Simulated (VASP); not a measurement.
## Si4F: relaxation of cell and atoms with PBE

The system is Si4F.

```
Si F
1.0
     4.01421    0.00000    0.00000
    -2.00711    3.47641    0.00000
     0.00000    0.00000    6.18350
Si F
4 1
Direct
  0.50000 0.00000 0.04141
  0.00000 0.50000 0.04141
  0.50000 0.50000 0.04141
  0.00000 0.00000 0.95247
  0.00000 0.00000 0.54529
```

| Property | Result |
| --- | --- |
| Program | VASP 6.6.1 |
| Task | relaxation of cell and atoms |
| Functional | PBE |
| Potentials or basis | VASP PAW PBE potentials, release 64 (Si, F) |
| Cutoff | 600 eV |
| k mesh | 6 × 6 × 4 |
| Occupations | gaussian, width 0.1 eV |
| Spin | no spin polarisation |
| Dipole correction | no |
| Further INCAR settings | ALGO = Normal; EDIFF = 1e-06; IBRION = 2; EDIFFG = -0.04; NSW = 90; ISIF = 3 |

* Relaxed volume: 22.77 Å³/atom
* Relaxed cell: a = 4.871 Å, b = 4.871 Å, c = 5.540 Å, α = 90.00°, β = 90.00°, γ = 120.00°
* Space group after relaxing (to 0.05 Å): P6mm (No. 183)
* Energy gained by relaxing: 2171.6 meV/atom
* Ionic steps: 25
* Pressure after relaxing: -0.1 GPa
* Largest force after relaxing: 0.013 eV/Å

Forces in eV/Å, atoms in the order of the input:
```
Si   0.000  0.000  0.001
Si   0.000  0.000  0.001
Si   0.000  0.000  0.001
Si   0.000  0.000  0.011
F    0.000  0.000 -0.013
```

Stress tensor (GPa, compression positive):
```
-0.21  0.00  0.00
 0.00 -0.21  0.00
 0.00  0.00  0.25
```

Step by step:
```csv
step,energy change (eV),largest force (eV/Å),pressure (GPa),volume (Å³)
1,0.0000,7.2160,63.73,86.29
2,-4.9396,3.0915,-14.75,190.26
3,-9.1040,2.6625,-5.52,131.27
4,-9.1155,2.6797,-4.98,129.85
5,-9.1184,2.7057,-4.23,127.90
6,-10.2239,3.0994,-3.74,119.18
7,-8.8121,18.0770,12.34,103.93
8,-10.3875,2.8960,-3.40,116.74
9,-10.8134,0.5135,-0.08,110.31
10,-10.8151,0.5500,-0.83,111.24
11,-10.8185,0.1898,-0.55,110.83
12,-10.8270,0.2596,0.37,109.62
13,-10.8273,0.2779,0.63,109.32
14,-10.8360,0.2244,0.80,109.67
15,-10.8475,0.3115,1.23,110.47
16,-10.8528,0.1210,0.85,111.33
17,-10.8551,0.1574,0.33,112.64
18,-10.8552,0.1141,0.42,112.43
19,-10.8565,0.0589,0.28,112.72
20,-10.8572,0.1038,0.10,113.13
21,-10.8574,0.0439,0.01,113.28
22,-10.8574,0.0743,-0.02,113.35
23,-10.8576,0.0674,-0.04,113.40
24,-10.8579,0.0404,-0.05,113.54
25,-10.8582,0.0133,-0.06,113.83
```

Final structure:
```xyz
5
Lattice="4.8711 0.0000 0.0000 -2.4355 4.2185 0.0000 0.0000 0.0000 5.5395" Properties=species:S:1:pos:R:3 pbc="T T T"
Si    2.4355    0.0000    0.2927
Si   -1.2178    2.1092    0.2927
Si    1.2178    2.1092    0.2927
Si    0.0000    0.0000    4.8718
F     0.0000    0.0000    3.2350
```

Levels at points of the mesh, in eV from the Fermi level:
| k point | band 8 | band 9 | band 10 | band 11 | band 12 | band 13 | band 14 | band 15 |
| --- | --- | --- | --- | --- | --- | --- | --- | --- |
| (0.00, 0.00, 0.00) | -4.41 | -4.33 | -4.24 | -4.24 | -2.42 | 2.08 | 2.69 | 2.69 |
| (0.50, 0.00, 0.00) | -5.51 | -2.47 | -1.22 | 0.59 | 0.78 | 0.87 | 1.32 | 2.47 |
| (0.00, 0.00, 0.50) | -4.55 | -4.55 | -4.22 | -4.22 | -2.51 | 2.43 | 2.43 | 3.72 |
| (0.50, 0.00, 0.50) | -5.71 | -2.43 | -1.79 | 0.61 | 0.78 | 0.85 | 1.23 | 2.42 |

Wall time 10 min on 1 thread of AMD EPYC 7R43 64-Core Processor (Zen 3), with other jobs on the host, peak memory 0.21 GiB.

Caveat: the volume moved by over 15 % at a fixed basis, so the end points are rough; an odd number of electrons without spin polarisation forces a metal; a magnetic or distorted state may lie lower.
